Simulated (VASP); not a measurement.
Write the native input for VASP 6.6.1 that does the following.

* Task: single point
* Functional: HSE06
* Potentials or basis: VASP PAW PBE potentials, release 64 (Hg, Te)
* Cutoff: 520 eV
* k mesh: 4 × 4 × 4
* Occupations: fermi-dirac, width 0.02 eV
* Spin: no spin polarisation
* Dipole correction: no
* Grid for exact exchange (PRECFOCK): Normal
* Further INCAR settings: ALGO = Normal; EDIFF = 1e-06; NBANDS = 16
* Share of exact exchange: 0.25
* Screening parameter: 0.2079 1/Å

Crystal: HgTe.

```xyz
2
Lattice="0.0000 3.3878 3.1407 3.3878 0.0000 3.1407 3.3878 3.3878 0.0000" Properties=species:S:1:pos:R:3 pbc="T T T"
Hg    0.0000    0.0000    0.0000
Te    1.6939    1.6939    1.5704
```

This cell differs from its parent crystal: epitaxial xy strain +3.0%.

These files were run (other wordings do the same):

POSCAR

```
HgTe
1.0
    0.0000000000      3.3878326235      3.1407053158
    3.3878326235      0.0000000000      3.1407053158
    3.3878326235      3.3878326235      0.0000000000
Hg Te
1 1
Direct
    0.0000000000      0.0000000000      0.0000000000
    0.2500000000      0.2500000000      0.2500000000
```

INCAR.step1

```
PREC     = Accurate       # precision mode
ENCUT    = 520            # plane-wave cutoff, eV
EDIFF    = 1E-5           # SCF threshold, eV
ISMEAR   = -1             # smearing method
SIGMA    = 0.02           # smearing width, eV
LREAL    = False          # projectors in reciprocal space
LASPH    = True           # aspherical terms in the spheres
NELM     = 80             # most SCF steps
ALGO     = Normal         # electronic algorithm
ISIF     = 2              # what is computed and relaxed
LWAVE    = True           # write WAVECAR
NBANDS   = 16             # bands
GGA      = PE             # functional
```

INCAR.step2

```
PREC     = Accurate       # precision mode
ENCUT    = 520            # plane-wave cutoff, eV
EDIFF    = 1E-6           # SCF threshold, eV
ISMEAR   = -1             # smearing method
SIGMA    = 0.02           # smearing width, eV
LREAL    = False          # projectors in reciprocal space
LASPH    = True           # aspherical terms in the spheres
NELM     = 80             # most SCF steps
ALGO     = Normal         # electronic algorithm
ISIF     = 2              # what is computed and relaxed
LWAVE    = False          # write WAVECAR
LCHARG   = True           # write CHGCAR
GGA      = PE             # functional
LHFCALC  = True           # exact exchange
HFSCREEN = 0.2079         # screening, 1/A
PRECFOCK = Normal       
LELF     = True           # ELF
LVHAR    = True         
NBANDS   = 16             # bands
ISTART   = 1
```

KPOINTS

```
regular mesh
0
Gamma
  4 4 4
```

Potentials or basis: VASP PAW PBE potentials, release 64 (Hg, Te).

Launch:

```sh
$ cat potpaw_PBE.64/Hg/POTCAR potpaw_PBE.64/Te/POTCAR > POTCAR
$ cp INCAR.step1 INCAR
$ mpirun -np 1 vasp_std > vasp.out
$ cp INCAR.step2 INCAR
$ mpirun -np 1 vasp_std > vasp.out
```

Results of the run:

* Pressure: -0.5 GPa
* Band gap on the k mesh: 0.27 eV

Caveat: the cell differs from its parent crystal (epitaxial xy strain +3.0%); the PAW data sets were made with another functional, which shifts forces and pressure a little; spin-orbit coupling is left out, which moves the levels of the heavy elements.

Run time: 14 min on 1 thread of Intel(R) Xeon(R) Platinum 8488C (Sapphire Rapids), on a shared host, peak memory 0.33 GiB.
